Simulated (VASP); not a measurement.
# Pt (I4/mmm) in VASP: notebook

The runs below take Pt through single point, with LDA.

All numbers are computed with VASP 6.6.1; they aren't measurements. Logs are shortened: lines on timing, memory, paths and dates and some standing lists are left out, and cuts for length are marked.

### Step 1. The cell of the first run

It takes space group I4/mmm (No. 139, tetragonal). The conventional cell has a = 3.252 Å, b = 3.252 Å, c = 3.126 Å, α = 90.00°, β = 90.00°, γ = 90.00°. Pt (site symmetry 4/mmm) has 14 Pt at 2.78 to 3.25 Å within 3.7 Å.

### Step 2. Single point, LDA (16.53 Å³/atom)

Contents of INCAR:

```
SYSTEM = Pt
  PREC = Accurate
  ENCUT = 520
  EDIFF = 1E-6
  ISMEAR = 0
  SIGMA = 0.15
  LREAL = .FALSE.
  LASPH = .TRUE.
  NELM = 100
  ALGO = Fast
  ISIF = 2
  LWAVE = .FALSE.
  LCHARG = .TRUE.
  GGA = CA
  LELF = .TRUE.
  LVHAR = .TRUE.
  NBANDS = 11
```

Contents of KPOINTS:

```
regular mesh
0
G
  22 22 22
  0 0 0
```

Contents of POSCAR:

```
Pt
1.0
    0.0000000000      2.2994056130      1.5629059952
    2.2994056130      0.0000000000      1.5629059952
    2.2994056130      2.2994056130      0.0000000000
Pt
1
Direct
    0.0000000000      0.0000000000      0.0000000000
```

Potentials or basis: VASP PAW LDA potentials, release 64 (Pt).

The run is started by

```console
cat potpaw_LDA.64/Pt/POTCAR > POTCAR
mpirun -np 1 vasp_std > vasp.out
```

OUTCAR:

```text
SYSTEM = Pt
   PREC = Accurate
   ENCUT = 520
   EDIFF = 1E-6
   ISMEAR = 0
   LREAL = .FALSE.
   LASPH = .TRUE.
   NELM = 100
   ISIF = 2
   GGA = CA

 ion  position               nearest neighbor table
   1  0.000  0.000  0.000-

  LATTYP: Found a body centered tetragonal cell.
 ALAT       =     3.2518506033
 C/A-ratio  =     0.9612409584

  Lattice vectors:

 A1 = (   0.0000000000,  -2.2994056130,  -1.5629059952)
 A2 = (   0.0000000000,   2.2994056130,  -1.5629059952)
 A3 = (   2.2994056130,   0.0000000000,   1.5629059952)

Analysis of symmetry for initial positions (statically):
=====================================================================
 Subroutine PRICEL returns:
 Original cell was already a primitive cell.

 Routine SETGRP: Setting up the symmetry group for a
 body centered tetragonal supercell.

 Subroutine GETGRP returns: Found 16 space group operations
 (whereof 16 operations were pure point group operations)
 out of a pool of 16 trial point group operations.

The static configuration has the point symmetry D_4h.

Analysis of symmetry for dynamics (positions and initial velocities):
=====================================================================
 Subroutine PRICEL returns:
 Original cell was already a primitive cell.

 Routine SETGRP: Setting up the symmetry group for a
 body centered tetragonal supercell.

 Subroutine GETGRP returns: Found 16 space group operations
 (whereof 16 operations were pure point group operations)
 out of a pool of 16 trial point group operations.

The dynamic configuration has the point symmetry D_4h.

 Subroutine INISYM returns: Found 16 space group operations
 (whereof 16 operations are pure point group operations),
 and found     1 'primitive' translations

----------------------------------------------------------------------------------------

                                     Primitive cell

  volume of cell :      16.5270

  direct lattice vectors                    reciprocal lattice vectors
     0.000000000  2.299405613  1.562905995    -0.217447499  0.217447499  0.319916874
     2.299405613  0.000000000  1.562905995     0.217447499 -0.217447499  0.319916874
     2.299405613  2.299405613  0.000000000     0.217447499  0.217447499 -0.319916874

  length of vectors
     2.780277203  2.780277203  3.251850603     0.443749519  0.443749519  0.443749519

  position of ions in fractional coordinates (direct lattice)
     0.000000000  0.000000000  0.000000000

  ion indices of the primitive-cell ions
   primitive index   ion index
[... 76 lines left out ...]
   NSW    =      0    number of steps for IOM
   IBRION =     -1    ionic relax: 0-MD 1-quasi-New 2-CG
   NFREE  =      0    steps in history (QN), initial steepest desc. (CG)
   ISIF   =      2    stress and relaxation
   ISYM   =      2    0-nonsym 1-usesym 2-fastsym
   POTIM  = 0.5000    time-step for ionic-motion
   TEBEG  =    0.0;   TEEND  =   0.0 temperature during run
   PSTRESS=    0.0 pullay stress
   NELECT =      10.0000    total number of electrons
   NUPDOWN=      -1.0000    fix difference up-down
   EMIN   =  10.00;   EMAX   =-10.00  energy-range for DOS
   EFERMI =   0.00;   METHOD = LEGACY
   ISMEAR =     0;   SIGMA  =   0.15  broadening in eV -4-tet -1-fermi 0-gaus
   EFERMI_NEDOS =   21; number of points for ismear=-14 and -15
   IALGO  =     68    algorithm
   IMIX   =      4    mixing-type and parameters
     AMIX     =   0.40;   BMIX     =  1.00
     AMIX_MAG =   1.60;   BMIX_MAG =  1.00
  volume/ion in A,a.u.               =      16.53       111.53
  Fermi-wavevector in a.u.,A,eV,Ry     =   1.384661  2.616630 26.086264  1.917286
  Thomas-Fermi vector in A             =   2.509144
   LORBIT       =      0    0 simple, 1 ext, 2 COOP (PROOUT), +10 PAW based schemes
   GGA     = CA    functional components
   LHFCALC =     F    Hartree Fock is set to
   AEXX    =    0.0000 exact exchange contribution
   IVDW    =     0    specifies the selected vdW correction
   LEPSILON=     F    determine dielectric tensor
   LRPA    =     F    only Hartree local field effects (RPA)
 non-spin polarized calculation
 RMM-DIIS sequential band-by-band and
 Gauss-broadening in eV      SIGMA  =   0.15
  energy-cutoff  :      520.00
  volume of cell :       16.53
 maximum number of plane-waves:       458
 NGX is ok and might be reduce to    24
   NGX = 11   NGY = 11   NGZ = 13

 number of electron      10.0000000 magnetization

 Free energy of the ion-electron system (eV)
  ---------------------------------------------------
  ext. energy  EPLUGINS =         0.00000000
  ---------------------------------------------------
  free energy    TOTEN  =        -7.27705037 eV

  energy without entropy =       -7.26329147  energy(sigma->0) =       -7.27017092

 E-fermi :   9.2502     XC(G=0): -13.1568

 val. band max:        9.2442719522   @ k =   0.5000   0.1818   0.1364
 cond. band min:       9.2502912513   @ k =  -0.3636   0.2727   0.0909
 fundamental gap:      0.0060192990
 Fermi energy:         9.2502420983

 k-point     1 :       0.0000    0.0000    0.0000
  band No.  band energies     occupation
      1       0.1918      2.00000
      2       5.7855      2.00000
      3       6.1057      2.00000
      4       6.1057      2.00000
      5       8.1333      2.00000
      6       8.5568      2.00000
      7      26.0904      0.00000
      8      26.0904      0.00000
      9      26.8519      0.00000
     10      35.2961      0.00000
     11      35.3745      0.00000
[... 309 lines left out ...]
 k-point    24 :      -0.4545    0.0455    0.0000
  band No.  band energies     occupation
      1       3.1837      2.00000
      2       4.6539      2.00000
      3       8.0856      2.00000
      4       8.1870      2.00000
      5       9.9287      0.00000
      6      10.0903      0.00000
      7      15.8963      0.00000
      8      22.5782      0.00000
      9      24.4001      0.00000
     10      32.7249      0.00000
     11      33.4366      0.00000

 [... further k-points ...]
[... 5 lines left out ...]
  --------------------------------------------------------------------------------------
  -------------------------------------------------------------------------------------
  Total       -2.2001212     -2.2001212     -2.5731119      0.0000000      0.0000000     -0.0000000
  in kB     -213.2864013   -213.2864013   -249.4452418      0.0000000      0.0000000     -0.0000000
  external PRESSURE =    -225.3393481 kB  Pullay stress =       0.0000000 kB

 VOLUME and BASIS-vectors are now :
 -----------------------------------------------------------------------------
  energy-cutoff  :      520.00
  volume of cell :       16.53
      direct lattice vectors                 reciprocal lattice vectors
     0.000000000  2.299405613  1.562905995    -0.217447499  0.217447499  0.319916874
     2.299405613  0.000000000  1.562905995     0.217447499 -0.217447499  0.319916874
     2.299405613  2.299405613  0.000000000     0.217447499  0.217447499 -0.319916874

 POSITION                                       TOTAL-FORCE (eV/Angst)
 -----------------------------------------------------------------------------------
      0.00000      0.00000      0.00000         0.000000      0.000000      0.000000
 -----------------------------------------------------------------------------------
    total drift:                               -0.000000      0.000000     -0.000000

  FREE ENERGIE OF THE ION-ELECTRON SYSTEM (eV)
  ---------------------------------------------------
  free  energy   TOTEN  =        -7.2770503742 eV

  energy  without entropy=       -7.2632914739  energy(sigma->0) =       -7.27017092
```

OSZICAR:

```text
N       E                     dE             d eps       ncg     rms          rms(c)
DAV:   1     0.383172962922E+02    0.38317E+02   -0.53060E+03 18780   0.836E+02
DAV:   2    -0.707273982629E+01   -0.45390E+02   -0.43381E+02 20853   0.173E+02
DAV:   3    -0.770552549120E+01   -0.63279E+00   -0.63046E+00 21481   0.195E+01
DAV:   4    -0.770800881606E+01   -0.24833E-02   -0.24831E-02 21226   0.144E+00
DAV:   5    -0.770802975243E+01   -0.20936E-04   -0.20936E-04 21670   0.124E-01    0.985E+00
RMM:   6    -0.730924576063E+01    0.39878E+00   -0.44004E-01 18383   0.545E+00    0.504E+00
RMM:   7    -0.728068123569E+01    0.28565E-01   -0.47370E-02 19260   0.193E+00    0.232E+00
RMM:   8    -0.727730115616E+01    0.33801E-02   -0.62538E-03 20004   0.719E-01    0.522E-01
RMM:   9    -0.727703883634E+01    0.26232E-03   -0.87155E-04 21130   0.250E-01    0.552E-02
RMM:  10    -0.727705293860E+01   -0.14102E-04   -0.12147E-04 21239   0.832E-02    0.631E-02
RMM:  11    -0.727705026034E+01    0.26783E-05   -0.13031E-05 21624   0.284E-02    0.916E-03
RMM:  12    -0.727705037420E+01   -0.11386E-06   -0.29607E-06 17549   0.115E-02
   1 F= -.72770504E+01 E0= -.72701709E+01  d E =-.137589E-01
```

stdout:

```text
POSCAR found type information on POSCAR Pt
 POSCAR found :  1 types and       1 ions
 scaLAPACK will be used
 LDA part: xc-table for (Slater(with rela. corr.)+CA(PZ))
 , standard interpolation
 POSCAR, INCAR and KPOINTS ok, starting setup
 FFT: planning ... GRIDC
 FFT: planning ... GRID_SOFT
 FFT: planning ... GRID
 WAVECAR not read
 entering main loop
WARNING in EDDRMM: call to ZHEGV failed, returncode =   8  4     11
```

Wall time 2.8 min (1 thread of Intel Xeon 8259CL, shared host); peak memory 0.26 GiB.

Results:

```yaml
Free_energy: -7.2771 eV
Pressure: -22.5 GPa
Band_gap_on_the_k_mesh: zero (bands 5 and 6 overlap by 1.97 eV)
```

Caveat: the cell stands under tension; spin-orbit coupling is left out, which moves the levels of the heavy elements.

### Step 3. Single point, LDA (12.98 Å³/atom)

This run uses another cell than the first one, of 12.98 Å³/atom.

Contents of INCAR:

```
PREC     = Accurate       # precision mode
ENCUT    = 520            # plane-wave cutoff, eV
EDIFF    = 1E-6           # SCF threshold, eV
ISMEAR   = 0              # smearing method
SIGMA    = 0.15           # smearing width, eV
LREAL    = False          # projectors in reciprocal space
LASPH    = True           # aspherical terms in the spheres
NELM     = 100            # most SCF steps
ALGO     = Normal         # electronic algorithm
ISIF     = 2              # what is computed and relaxed
LWAVE    = False          # write WAVECAR
LCHARG   = True           # write CHGCAR
GGA      = CA             # functional
LELF     = True           # ELF
LVHAR    = True         
NBANDS   = 11             # bands
```

Contents of KPOINTS:

```
regular mesh
0
Gamma
  22 22 22
```

Contents of POSCAR:

```
Pt
1.0
    0.0000000000      2.0678203738      1.5184005005
    2.0678203738      0.0000000000      1.5184005005
    2.0678203738      2.0678203738      0.0000000000
Pt
1
Direct
    0.0000000000      0.0000000000      0.0000000000
```

Potentials or basis: VASP PAW LDA potentials, release 64 (Pt).

The run is started by

```console
cat potpaw_LDA.64/Pt/POTCAR > POTCAR
mpirun -np 1 vasp_std > vasp.out
```

Run time: 1.8 min. Hardware: 1 thread of Intel Xeon 8259CL, shared host; peak memory 0.23 GiB.

The run converged. Its results:

```
Free energy            : -7.0746 eV
Pressure               : 60.6 GPa
Band gap on the k mesh : zero (bands 5 and 6 overlap by 3.11 eV)
```

Stress tensor (GPa, compression positive):
```
58.61  0.00  0.00
 0.00 58.61  0.00
 0.00  0.00 64.49
```

Levels at points of the mesh, in eV from the Fermi level:
| k point | band 3 | band 4 | band 5 | band 6 | band 7 | band 8 |
| --- | --- | --- | --- | --- | --- | --- |
| (0.00, 0.00, 0.00) | -4.83 | -4.41 | -1.65 | -1.09 | 16.30 | 17.11 |
| (0.50, 0.00, 0.00) | -1.82 | -0.82 | -0.42 | 1.53 | 8.11 | 13.21 |
| (0.50, 0.50, 0.00) | 0.72 | 0.87 | 0.87 | 7.33 | 8.55 | 8.55 |
| (0.50, 0.00, 0.50) | -1.17 | -0.66 | -0.12 | 1.64 | 8.51 | 12.90 |

Caveat: the stress differs along the axes, from 59 to 64 GPa; spin-orbit coupling is left out, which moves the levels of the heavy elements.
